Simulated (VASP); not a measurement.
# AlN (R-3m) in VASP: single point with HSE06

Aim: the single point of AlN with HSE06.

Everything below comes from runs of VASP 6.6.1. Logs are shortened: lines on timing, memory, paths and dates and some standing lists are left out, and cuts for length are marked.

**1. The cell of the first run**

It takes space group R-3m (No. 166, trigonal). Conventional cell: a = 2.823 Å, b = 2.823 Å, c = 7.005 Å, α = 90.00°, β = 90.00°, γ = 120.00°. Al (site symmetry -3m) has 6 N at 2.00 Å within 2.7 Å. N (site symmetry -3m) has 6 Al at 2.00 Å within 2.7 Å.

**2. Single point, HSE06 (epitaxial 111 strain -1.1%)**

Input file POSCAR:

```
AlN
1.0
    0.0173609961      2.0134162281      2.0134162281
    2.0134162281      0.0173609961      2.0134162281
    2.0134162281      2.0134162281      0.0173609961
Al N
1 1
Direct
    0.0000000000      0.0000000000      0.0000000000
    0.5000000000      0.5000000000      0.5000000000
```

Input file INCAR.step1:

```
SYSTEM = AlN
  PREC = Accurate
  ENCUT = 520
  EDIFF = 1E-5
  ISMEAR = 0
  SIGMA = 0.01
  LREAL = .FALSE.
  LASPH = .TRUE.
  NELM = 60
  ALGO = Normal
  ISIF = 2
  LWAVE = .TRUE.
  LCHARG = .FALSE.
  NBANDS = 11
  GGA = PE
```

Input file INCAR.step2:

```
SYSTEM = AlN
  PREC = Accurate
  ENCUT = 520
  EDIFF = 1E-6
  ISMEAR = 0
  SIGMA = 0.01
  LREAL = .FALSE.
  LASPH = .TRUE.
  NELM = 60
  ALGO = Normal
  ISIF = 2
  LWAVE = .FALSE.
  LCHARG = .FALSE.
  GGA = PE
  LHFCALC = .TRUE.
  HFSCREEN = 0.2079
  PRECFOCK = Normal
  NBANDS = 11
  ISTART = 1
```

Input file KPOINTS:

```
regular mesh
0
G
  8 8 8
  0 0 0
```

Potentials or basis: VASP PAW PBE potentials, release 64 (Al, N).

Started as:

```bash
$ cat potpaw_PBE.64/Al/POTCAR potpaw_PBE.64/N/POTCAR > POTCAR
$ cp INCAR.step1 INCAR
$ mpirun -np 1 vasp_std > vasp.out
$ cp INCAR.step2 INCAR
$ mpirun -np 1 vasp_std > vasp.out
```

OUTCAR:

```text
SYSTEM = AlN
   PREC = Accurate
   ENCUT = 520
   EDIFF = 1E-6
   ISMEAR = 0
   LREAL = .FALSE.
   LASPH = .TRUE.
   NELM = 60
   ISIF = 2
   GGA = PE
   LHFCALC = .TRUE.
   HFSCREEN = 0.2079
   PRECFOCK = Normal
   ISTART = 1

 ion  position               nearest neighbor table
   1  0.000  0.000  0.000-   2 2.00   2 2.00   2 2.00   2 2.00   2 2.00   2 2.00
   2  0.500  0.500  0.500-   1 2.00   1 2.00   1 2.00   1 2.00   1 2.00   1 2.00

  LATTYP: Found a trigonal (rhomboedric) cell.
 ALAT       =     2.8474534622
 COS(alpha) =     0.5086037489

  Lattice vectors:

 A1 = (   0.0173609961,   2.0134162281,   2.0134162281)
 A2 = (   2.0134162281,   0.0173609961,   2.0134162281)
 A3 = (   2.0134162281,   2.0134162281,   0.0173609961)

Analysis of symmetry for initial positions (statically):
=====================================================================
 Subroutine PRICEL returns:
 Original cell was already a primitive cell.

 Routine SETGRP: Setting up the symmetry group for a
 trigonal (rhombohedral) supercell.

 Subroutine GETGRP returns: Found 12 space group operations
 (whereof 12 operations were pure point group operations)
 out of a pool of 12 trial point group operations.

The static configuration has the point symmetry D_3d.

Analysis of symmetry for dynamics (positions and initial velocities):
=====================================================================
 Subroutine PRICEL returns:
 Original cell was already a primitive cell.

 Routine SETGRP: Setting up the symmetry group for a
 trigonal (rhombohedral) supercell.

 Subroutine GETGRP returns: Found 12 space group operations
 (whereof 12 operations were pure point group operations)
 out of a pool of 12 trial point group operations.

The dynamic configuration has the point symmetry D_3d.

 Subroutine INISYM returns: Found 12 space group operations
 (whereof 12 operations are pure point group operations),
 and found     1 'primitive' translations

----------------------------------------------------------------------------------------

                                     Primitive cell

  volume of cell :      16.1130

  direct lattice vectors                    reciprocal lattice vectors
     0.017360996  2.013416228  2.013416228    -0.251569397  0.249418744  0.249418744
     2.013416228  0.017360996  2.013416228     0.249418744 -0.251569397  0.249418744
     2.013416228  2.013416228  0.017360996     0.249418744  0.249418744 -0.251569397

  length of vectors
     2.847453462  2.847453462  2.847453462     0.433251176  0.433251176  0.433251176

  position of ions in fractional coordinates (direct lattice)
[... 94 lines left out ...]
   ISMEAR =     0;   SIGMA  =   0.01  broadening in eV -4-tet -1-fermi 0-gaus
   EFERMI_NEDOS =   21; number of points for ismear=-14 and -15
   IALGO  =     38    algorithm
   IMIX   =      1    mixing-type and parameters
     AMIX     =   0.40;   BMIX     =  1.00
     AMIX_MAG =   1.60;   BMIX_MAG =  1.00
  volume/ion in A,a.u.               =       8.06        54.37
  Fermi-wavevector in a.u.,A,eV,Ry     =   1.296321  2.449691 22.863877  1.680448
  Thomas-Fermi vector in A             =   2.427785
   LORBIT       =      0    0 simple, 1 ext, 2 COOP (PROOUT), +10 PAW based schemes
   GGA     = PE    functional components
   LHFCALC =     T    Hartree Fock is set to
   PRECFOCK=normal    Normal, Fast or Accurate (Low or Medium for compatibility)
   ENCUT4O =  -1.0   cutoff for four orbital integrals eV
   NKREDX  =     1    reduce k-point grid by
   NKREDY  =     1    reduce k-point grid by
   NKREDZ  =     1    reduce k-point grid by
   AEXX    =    0.2500 exact exchange contribution
   HFSCREEN=    0.2079 screening length (either q_TF or 0.3 A-1)
   HFSCREENC=   0.2079 screening length for correlation (either q_TF or 0.3 A-1)
   ENCUTFOCK=  -1.0 apply spherical cutoff to Coloumb kernel
   IVDW    =     0    specifies the selected vdW correction
   LEPSILON=     F    determine dielectric tensor
   LRPA    =     F    only Hartree local field effects (RPA)
 non-spin polarized calculation
 Gauss-broadening in eV      SIGMA  =   0.01
  energy-cutoff  :      520.00
  volume of cell :       16.11
 maximum number of plane-waves:       445
 NGX is ok and might be reduce to    24
  NGX = 16; NGY = 16; NGZ = 16

 number of electron       7.9999999 magnetization

 Free energy of the ion-electron system (eV)
  ---------------------------------------------------
  ext. energy  EPLUGINS =         0.00000000
  ---------------------------------------------------
  free energy    TOTEN  =       -17.12638714 eV

  energy without entropy =      -17.12638714  energy(sigma->0) =      -17.12638714

 E-fermi :   9.6426     XC(G=0): -10.1482

 val. band max:        9.4900095275   @ k =   0.0000   0.0000   0.0000
 cond. band min:      15.6101180815   @ k =   0.5000   0.5000   0.0000
 fundamental gap:      6.1201085540
 Fermi energy:         9.6426422814

 k-point     1 :       0.0000    0.0000    0.0000
  band No.  band energies     occupation
      1     -10.0348      2.00000
      2       9.3026      2.00000
      3       9.4900      2.00000
      4       9.4900      2.00000
      5      17.0163      0.00000
      6      23.0615      0.00000
      7      23.4688      0.00000
      8      23.4688      0.00000
      9      28.5734      0.00000
     10      29.3447      0.00000
     11      29.3447      0.00000
[... 309 lines left out ...]
 k-point    24 :       0.3750    0.1250    0.1250
  band No.  band energies     occupation
      1      -7.9746      2.00000
      2       3.7478      2.00000
      3       6.9984      2.00000
      4       8.7613      2.00000
      5      18.9472      0.00000
      6      22.0117      0.00000
      7      22.8977      0.00000
      8      23.5657      0.00000
      9      27.1130      0.00000
     10      30.2244      0.00000
     11      30.9720      0.00000

 [... further k-points ...]
[... 5 lines left out ...]
  --------------------------------------------------------------------------------------
  -------------------------------------------------------------------------------------
  Total        0.4638762      0.4638762      0.4638762     -0.3010702     -0.3010702     -0.3010702
  in kB       46.1249230     46.1249230     46.1249230    -29.9365252    -29.9365252    -29.9365252
  external PRESSURE =      46.1249230 kB  Pullay stress =       0.0000000 kB

 VOLUME and BASIS-vectors are now :
 -----------------------------------------------------------------------------
  energy-cutoff  :      520.00
  volume of cell :       16.11
      direct lattice vectors                 reciprocal lattice vectors
     0.017360996  2.013416228  2.013416228    -0.251569397  0.249418744  0.249418744
     2.013416228  0.017360996  2.013416228     0.249418744 -0.251569397  0.249418744
     2.013416228  2.013416228  0.017360996     0.249418744  0.249418744 -0.251569397

 POSITION                                       TOTAL-FORCE (eV/Angst)
 -----------------------------------------------------------------------------------
      0.00000      0.00000      0.00000         0.000000      0.000000      0.000000
      2.02210      2.02210      2.02210        -0.000000     -0.000000     -0.000000
 -----------------------------------------------------------------------------------
    total drift:                                0.000000      0.000000      0.000000

  FREE ENERGIE OF THE ION-ELECTRON SYSTEM (eV)
  ---------------------------------------------------
  free  energy   TOTEN  =       -17.1263871414 eV

  energy  without entropy=      -17.1263871414  energy(sigma->0) =      -17.12638714
```

OSZICAR.step1:

```text
N       E                     dE             d eps       ncg     rms          rms(c)
DAV:   1     0.103472220060E+02    0.10347E+02   -0.40786E+03  1473   0.622E+02
DAV:   2    -0.155442922029E+02   -0.25892E+02   -0.24817E+02  1758   0.138E+02
DAV:   3    -0.162802483492E+02   -0.73596E+00   -0.73474E+00  1751   0.214E+01
DAV:   4    -0.162832061866E+02   -0.29578E-02   -0.29577E-02  1595   0.147E+00
DAV:   5    -0.162832310617E+02   -0.24875E-04   -0.24875E-04  1667   0.129E-01    0.770E+00
DAV:   6    -0.145374337212E+02    0.17458E+01   -0.73569E+00  1589   0.146E+01    0.275E+00
DAV:   7    -0.145200115398E+02    0.17422E-01   -0.19927E-01  1635   0.320E+00    0.181E+00
DAV:   8    -0.145148085139E+02    0.52030E-02   -0.15622E-02  1538   0.108E+00    0.349E-01
DAV:   9    -0.145144318952E+02    0.37662E-03   -0.15066E-03  1619   0.235E-01    0.156E-01
DAV:  10    -0.145144863872E+02   -0.54492E-04   -0.14853E-04  1595   0.879E-02    0.468E-02
DAV:  11    -0.145144796040E+02    0.67832E-05   -0.21468E-05   914   0.266E-02
   1 F= -.14514480E+02 E0= -.14514480E+02  d E =-.343475E-20
```

It took 43 min on 1 thread of AMD EPYC 7R13, shared host; peak memory 0.26 GiB.

What came out:

- Free energy: -17.1264 eV
- Pressure: 4.6 GPa
- Band gap on the k mesh: 6.12 eV (least direct gap 7.53 eV)

Stress tensor (GPa, compression positive):
```
 4.61 -2.99 -2.99
-2.99  4.61 -2.99
-2.99 -2.99  4.61
```

Caveat: the cell differs from its parent crystal (epitaxial 111 strain -1.1%); the cell stands under pressure; the structure was generated, so it needn't be the stable form of AlN; the PAW data sets were made with another functional, which shifts forces and pressure a little. A k mesh can miss the band edges.
